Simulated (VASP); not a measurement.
Wanted: the native input for a VASP 6.6.1 run.

- Task: single point
- Functional: PBE
- Potentials or basis: VASP PAW PBE potentials, release 64 (Ge_d)
- Cutoff: 500 eV
- k mesh: 8 × 8 × 8
- Occupations: gaussian, width 0.1 eV
- Spin: no spin polarisation
- Dipole correction: no
- Further INCAR settings: ALGO = Normal; EDIFF = 1e-06; NBANDS = 13

The structure of Ge lies in POSCAR:

```
Ge
1.0
    0.0000000000      2.0983605250      2.0983605250
    2.0983605250      0.0000000000      2.0983605250
    2.0983605250      2.0983605250      0.0000000000
Ge
1
Direct
    0.0000000000      0.0000000000      0.0000000000
```

The input as run:

INCAR

```
PREC = Accurate
ENCUT = 500
EDIFF = 1E-6
ISMEAR = 0
SIGMA = 0.1
LREAL = False
LASPH = True
NELM = 120
ALGO = Normal
ISIF = 2
LWAVE = False
LCHARG = True
GGA = PE
LELF = True
LVHAR = True
NBANDS = 13
GGA_COMPAT = False
```

KPOINTS

```
Automatic mesh
0
Gamma
  8 8 8
```

Potentials or basis: VASP PAW PBE potentials, release 64 (Ge_d).

Run with:

```console
$ cat potpaw_PBE.64/Ge_d/POTCAR > POTCAR
$ mpirun -np 1 vasp_std > vasp.out
```

Results of the run:

```json
{
 "Pressure": "4.3 GPa",
 "Band gap on the k mesh": "zero (band 7 reaches 16.23 eV, above the bottom of band 8 at 4.87 eV)"
}
```

Wall time 11 s on 1 thread of Intel Xeon 8259CL (shared host), peak memory 0.13 GiB.
